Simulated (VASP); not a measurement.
Write the native input for VASP 6.6.1 that does the following.

```yaml
Task: relaxation of cell and atoms
Functional: PBE
Dispersion: D3(BJ)
Potentials_or_basis: VASP PAW PBE potentials, release 64 (Cd, Se)
Cutoff: 600 eV
k_mesh: 12 × 12 × 6
Occupations: gaussian, width 0.02 eV
Spin: no spin polarisation
Dipole_correction: no
Further_INCAR_settings: ALGO = Normal; EDIFF = 1e-06; IBRION = 2; EDIFFG = -0.005; NSW = 70; ISIF = 3
```

The structure of CdSe lies in POSCAR:

```
CdSe
1.0
    4.3833795273      0.0000000000      0.0000000000
   -2.1916897636      3.7961180251      0.0000000000
    0.0000000000      0.0000000000      7.1535456852
Cd Se
2 2
Direct
    0.3333333333      0.6666666667      0.0045810803
    0.6666666667      0.3333333333      0.5045810803
    0.3333333333      0.6666666667      0.3804189197
    0.6666666667      0.3333333333      0.8804189197
```

These files were run (other wordings do the same):

INCAR

```
PREC = Accurate
ENCUT = 600
EDIFF = 1E-6
ISMEAR = 0
SIGMA = 0.02
LREAL = False
LASPH = True
NELM = 100
ALGO = Normal
ISIF = 3
LWAVE = False
LCHARG = False
GGA = PE
IVDW = 12
IBRION = 2
NSW = 70
EDIFFG = -0.005
```

KPOINTS

```
regular mesh
0
Gamma
  12 12 6
```

Potentials or basis: VASP PAW PBE potentials, release 64 (Cd, Se).

Run with:

```sh
$ cat potpaw_PBE.64/Cd/POTCAR potpaw_PBE.64/Se/POTCAR > POTCAR
$ mpirun -np 1 vasp_std > vasp.out
```

It gave:

```json
{"Relaxed volume": "28.70 Å³/atom", "Relaxed cell": "a = 4.329 Å, b = 4.329 Å, c = 7.073 Å, α = 90.00°, β = 90.00°, γ = 120.00°", "Space group after relaxing (to 0.1 Å)": "P6_3mc (No. 186)", "Energy gained by relaxing": "5.6 meV/atom", "Ionic steps": "9", "Pressure after relaxing": "0.0 GPa", "Largest force after relaxing": "0.003 eV/Å", "Band gap on the k mesh": "0.62 eV", "Dispersion energy per atom": "-0.311 eV"}
```

Wall time 7.1 min on 1 thread of Intel(R) Xeon(R) 6975P-C (Granite Rapids) (shared host), peak memory 0.43 GiB.
